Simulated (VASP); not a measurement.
Set up this calculation in VASP 6.6.1, as the native input.

- Task: single point
- Functional: PBEsol
- Potentials or basis: VASP PAW PBE potentials, release 64 (In_d, Sb)
- Cutoff: 500 eV
- k mesh: 14 × 14 × 14
- Occupations: gaussian, width 0.01 eV
- Spin: no spin polarisation
- Dipole correction: no
- Further INCAR settings: ALGO = Normal; EDIFF = 1e-06; NBANDS = 16

The structure of InSb (k07) lies in POSCAR:

```
InSb
1.0
    0.0000000000      3.2598779557      3.2598779557
    3.2598779557      0.0000000000      3.2598779557
    3.2598779557      3.2598779557      0.0000000000
In Sb
1 1
Direct
    0.0000000000      0.0000000000      0.0000000000
    0.2500000000      0.2500000000      0.2500000000
```

These files were run (other wordings do the same):

INCAR

```
SYSTEM = InSb
  PREC = Accurate
  ENCUT = 500
  EDIFF = 1E-6
  ISMEAR = 0
  SIGMA = 0.01
  LREAL = .False.
  LASPH = .True.
  NELM = 120
  ALGO = Normal
  ISIF = 2
  LWAVE = .False.
  LCHARG = .False.
  GGA = PS
  NBANDS = 16
  GGA_COMPAT = .False.
```

KPOINTS

```
regular mesh
0
Gamma
  14 14 14
  0 0 0
```

Potentials or basis: VASP PAW PBE potentials, release 64 (In_d, Sb).

The run is started by

```sh
$ cat potpaw_PBE.64/In_d/POTCAR potpaw_PBE.64/Sb/POTCAR > POTCAR
$ mpirun -np 1 vasp_std > vasp.out
```

It gave:

| Property | Result |
| --- | --- |
| Pressure | 0.0 GPa |
| Band gap on the k mesh | zero (filled and empty bands touch) |

Caveat: the PAW data sets were made with another functional, which shifts forces and pressure a little; spin-orbit coupling is left out, which moves the levels of the heavy elements.

Wall time 74 s on 1 thread of Intel Xeon 6975P-C (shared host), peak memory 0.28 GiB.
